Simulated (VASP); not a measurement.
A run of VASP 6.6.1:

The input INCAR:

```
SYSTEM = Be7Zn2CdSe5O5
  PREC = Accurate
  ENCUT = 520
  EDIFF = 1E-6
  ISMEAR = 0
  SIGMA = 0.1
  LREAL = Auto
  LASPH = .TRUE.
  NELM = 100
  ALGO = Normal
  ISIF = 2
  LWAVE = .FALSE.
  LCHARG = .FALSE.
  GGA = PS
  NBANDS = 71
  ISYM = 0
```

KPOINTS

```
Automatic mesh
0
G
  3 4 2
  0 0 0
```

The input POSCAR:

```
Be7Zn2CdSe5O5
1.0
   -0.3414225354     -0.1900771016      5.4935222620
    0.0866385012      5.4321379691     -0.2032486470
   -9.2068622212     -2.8407409483      0.6277577173
Be O Zn Se Cd
7 5 2 5 1
Direct
    0.9520947788      0.8089373224      0.8275721741
    0.0197752170      0.1154564726      0.6311018864
    0.4303789903      0.3924379054      0.5823381587
    0.5113147528      0.2925129085      0.2913047468
    0.4434602352      0.8448745818      0.4783472706
    0.5967262016      0.1213284468      0.8355624778
    0.5638810318      0.6302302257      0.9738604926
    0.4173652661      0.5043432830      0.4380507507
    0.3083873392      0.1073048171      0.5764695562
    0.4453906229      0.3516658721      0.9281409037
    0.8889534018      0.0762818548      0.7943993947
    0.8533281302      0.6909894903      0.9618607961
    0.0931154980      0.3827391468      0.9238444055
    0.9563719762      0.8849544116      0.1610949421
    0.3565639273      0.7626858447      0.7935943202
    0.3784834384      0.8809190959      0.2047011073
    0.8385678010      0.4735423956      0.6443231843
    0.8552430579      0.3032579086      0.1471616839
    0.8279043648      0.9214461591      0.4235312915
    0.0215809865      0.4840352963      0.3926476646
```

Potentials or basis: VASP PAW PBE potentials, release 64 (Be, O, Zn, Se, Cd).

Command:

```console
$ cat potpaw_PBE.64/Be/POTCAR potpaw_PBE.64/O/POTCAR potpaw_PBE.64/Zn/POTCAR potpaw_PBE.64/Se/POTCAR potpaw_PBE.64/Cd/POTCAR > POTCAR
$ mpirun -np 1 vasp_std > vasp.out
```

Hardware: 1 thread of Intel(R) Xeon(R) Platinum 8375C CPU @ 2.90GHz (Ice Lake), with other jobs on the host.

Q: How long does it take, and how much memory?

A: Run time: 13 min on 1 thread of Intel(R) Xeon(R) Platinum 8375C CPU @ 2.90GHz (Ice Lake), on a shared host, peak memory 0.43 GiB. Counts: scf iterations 18, k points 14.
